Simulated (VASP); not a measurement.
Write the native input for VASP 6.6.1 that does the following.

| Item | Value |
| --- | --- |
| Task | single point |
| Functional | PBEsol |
| Potentials or basis | VASP PAW PBE potentials, release 64 (Al, Cu) |
| Cutoff | 520 eV |
| k mesh | 12 × 12 × 12 |
| Occupations | gaussian, width 0.1 eV |
| Spin | no spin polarisation |
| Dipole correction | no |
| Further INCAR settings | ALGO = Fast; EDIFF = 1e-06; NBANDS = 26 |

The structure of AlCu3 lies in POSCAR:

```
AlCu3
1.0
    0.0000000000      2.8880109880      2.8880109880
    2.8880109880      0.0000000000      2.8880109880
    2.8880109880      2.8880109880      0.0000000000
Al Cu
1 3
Direct
    0.0000000000      0.0000000000      0.0000000000
    0.5000000000      0.5000000000      0.5000000000
    0.2500000000      0.2500000000      0.2500000000
    0.7500000000      0.7500000000      0.7500000000
```

One way to write it, as run:

INCAR

```
PREC = Accurate ; ENCUT = 520
EDIFF = 1E-6 ; ISMEAR = 0
SIGMA = 0.1 ; LREAL = F
LASPH = T ; NELM = 60
ALGO = Fast ; ISIF = 2
LWAVE = F ; LCHARG = F
GGA = PS ; NBANDS = 26
```

KPOINTS

```
regular mesh
0
Gamma
  12 12 12
```

Potentials or basis: VASP PAW PBE potentials, release 64 (Al, Cu).

Command:

```console
$ cat potpaw_PBE.64/Al/POTCAR potpaw_PBE.64/Cu/POTCAR > POTCAR
$ mpirun -np 1 vasp_std > vasp.out
```

It gave:

```json
{
 "Pressure": "-0.1 GPa",
 "Band gap on the k mesh": "zero (bands 18 and 19 overlap by 5.86 eV)"
}
```

Caveat: the PAW data sets were made with another functional, which shifts forces and pressure a little.

Run time: 3.5 min on 1 thread of Intel Xeon 8259CL (shared host), peak memory 0.22 GiB.
